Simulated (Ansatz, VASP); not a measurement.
**SiGe3: VASP beside Ansatz**

INCAR

```
SYSTEM = SiGe3
ALGO = Normal
EDIFF = 1E-6
ENCUT = 520
GGA = PE
ISIF = 2
ISMEAR = 0
LASPH = .True.
LCHARG = .True.
LELF = .True.
LREAL = .False.
LVHAR = .True.
LWAVE = .False.
NBANDS = 31
NELM = 80
PREC = Accurate
SIGMA = 0.01
```

The input KPOINTS:

```
k-points
0
Gamma
  6 6 6
  0 0 0
```

The input POSCAR:

```
SiGe3
1.0
    1.9663182380      1.1352543640      6.4199437206
   -1.9663182380      1.1352543640      6.4199437206
    0.0000000000     -2.2705087280      6.4199437206
Si Ge
1 3
Direct
    1.0000089734      0.0000089734      0.0000089734
    0.5000418458      0.5000418458      0.5000418458
    0.3732519593      0.3732519593      0.3732519593
    0.8766972216      0.8766972216      0.8766972216
```

Input for Ansatz:

```yaml
crystal:
  lattice:
    - [1.966318238, 1.135254364, 6.4199437206]
    - [-1.966318238, 1.135254364, 6.4199437206]
    - [0.0, -2.270508728, 6.4199437206]
  atoms:
    - { symbol: Si, position: [1.0000089734, 8.9734e-06, 8.9734e-06] }
    - { symbol: Ge, position: [0.5000418458, 0.5000418458, 0.5000418458] }
    - { symbol: Ge, position: [0.3732519593, 0.3732519593, 0.3732519593] }
    - { symbol: Ge, position: [0.8766972216, 0.8766972216, 0.8766972216] }
kpoints:
  mp_grid: { grid: [6, 6, 6] }
hamiltonian:
  xc: pbe
scf:
  occupations: { method: fixed }
  n_extra_bands: 5
output:
  forces: true
  stress: true
  eigenvalues: true
```

Alike in both runs: task single point; functional PBE; k mesh 6 × 6 × 6; no spin polarisation.

```csv
,VASP,Ansatz
version,VASP 6.6.1,Ansatz 0.2.0
potentials or method,"VASP PAW PBE potentials, release 64 (Si, Ge_d)","plane waves, PAW"
plane-wave cutoff (eV),520,420
occupations,"gaussian, width 0.01 eV",fixed
valence electrons in the cell,46,46
```

|  | VASP | Ansatz | Ansatz less VASP |
| --- | --- | --- | --- |
| gap on the k mesh at the Fermi level (eV) | 0.40 | 0.40 | -0.004 |
| pressure (GPa) | 4.7 | 4.7 | +0.09 |
| traceless stress, the component that is largest in VASP (GPa) | -0.17 | -0.17 | -0.005 |
| rms of the force components (eV/Å) | 0.015 | 0.015 | +0.0004 |

Atom by atom the forces differ by 0.002 eV/Å (rms over components).
